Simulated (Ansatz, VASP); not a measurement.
Si2W in VASP and in Ansatz

File POSCAR:

```
Si2W
1.0
   -1.6280458460      1.6280458460      3.9664684080
    1.6280458460     -1.6280458460      3.9664684080
    1.6280458460      1.6280458460     -3.9664684080
W Si
1 2
Direct
    0.0000000000      0.0000000000      0.0000000000
    0.6653000000      0.6653000000      0.0000000000
    0.3347000000      0.3347000000      0.0000000000
```

Contents of INCAR.step1:

```
  ALGO = Normal
  EDIFF = 1E-4
  ENCUT = 520
  GGA = PE
  ISMEAR = -1
  LASPH = T
  LCHARG = F
  LREAL = F
  LWAVE = T
  NBANDS = 18
  NELM = 80
  PREC = Accurate
  SIGMA = 0.05
```

INCAR.step2

```
  ALGO = Normal
  EDIFF = 1E-6
  ENCUT = 520
  ISIF = 2
  ISMEAR = -1
  ISTART = 1
  LASPH = T
  LCHARG = T
  LELF = T
  LMIXTAU = T
  LREAL = F
  LVHAR = T
  LWAVE = F
  METAGGA = R2SCAN
  NBANDS = 18
  NELM = 80
  PREC = Accurate
  SIGMA = 0.05
```

KPOINTS

```
k-points
0
Gamma
  12 12 12
```

input.yaml

```yaml
crystal:
  lattice:
    - [-1.628045846, 1.628045846, 3.966468408]
    - [1.628045846, -1.628045846, 3.966468408]
    - [1.628045846, 1.628045846, -3.966468408]
  atoms:
    - { symbol: W, position: [0.0, 0.0, 0.0] }
    - { symbol: Si, position: [0.6653, 0.6653, 0.0] }
    - { symbol: Si, position: [0.3347, 0.3347, 0.0] }
hamiltonian:
  xc: r2scan
  pseudopotentials: { kind: paw }
kpoints:
  mp_grid: { grid: [12, 12, 12] }
scf:
  occupations: { method: fermi_dirac, width: 0.05 }
output:
  forces: true
  stress: true
  eigenvalues: true
```

Alike in both runs: task single point; functional r2SCAN; k mesh 12 × 12 × 12; occupations fermi-dirac, width 0.05 eV; no spin polarisation.

```csv
,VASP,Ansatz
version,VASP 6.6.1,Ansatz 0.2.0
potentials or method,"VASP PAW PBE potentials, release 64 (W_sv, Si)",Ansatz PAW
plane-wave cutoff (eV),520,500
valence electrons in the cell,22,22
```

|  | VASP | Ansatz | Ansatz less VASP |
| --- | --- | --- | --- |
| gap on the k mesh at the Fermi level (eV) | none | none | - |
| pressure (GPa) | -9.4 | -9.6 | -0.23 |
| traceless stress, the component that is largest in VASP (GPa) | -1.74 | -1.59 | +0.145 |
| rms of the force components (eV/Å) | 0.059 | 0.063 | +0.0036 |

VASP's potentials were made for PBE, not for r2SCAN. Atom by atom the forces differ by 0.004 eV/Å (rms over components). A gap of «none» marks a metal or a gap that the smearing closes. With one functional, cell and mesh, what is left measures potentials, basis and numerics.

Neither program's run includes spin-orbit coupling.
